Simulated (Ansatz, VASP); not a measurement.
# ZnCd3Se2 in VASP and in Ansatz

```xyz
6
Lattice="7.0893 0.0000 0.0000 -3.5446 6.1395 0.0000 0.0000 0.0000 3.9760" Properties=species:S:1:pos:R:3 pbc="T T T"
Zn    0.0000    0.0000    1.9880
Cd   -1.7723    3.0698    0.0000
Cd    3.5446    0.0000    0.0000
Cd    1.7723    3.0698    0.0000
Se    0.0000    4.0930    1.9880
Se    3.5446    2.0465    1.9880
```

Change from the starting cell: species swapped into the TmB2Rh3 type (P6/mmm, No. 191).

Alike in both runs: functional PBE; k mesh 6 × 6 × 10; occupations gaussian, width 0.1 eV; no spin polarisation.

Ansatz relaxed the structure, and its values are those at the end. VASP's run is a single point on that final structure, the one shown.

|  | VASP | Ansatz |
| --- | --- | --- |
| version | VASP 6.6.1 | Ansatz 0.2.0 |
| potentials or method | VASP PAW PBE potentials, release 64 (Zn, Cd, Se), cutoff 520 eV | scalar-relativistic, plane waves, PAW |
| valence electrons in the cell | 60 | 104 |

|  | VASP | Ansatz | Ansatz less VASP |
| --- | --- | --- | --- |
| gap on the k mesh at the Fermi level (eV) | none | none | - |
| pressure (GPa) | 0.2 | 0.0 | -0.19 |

A gap of «none» marks a metal or a gap that the smearing closes. VASP's potentials hold 60 valence electrons a cell and Ansatz's 104, so a difference there can come from the potentials and not from the codes.
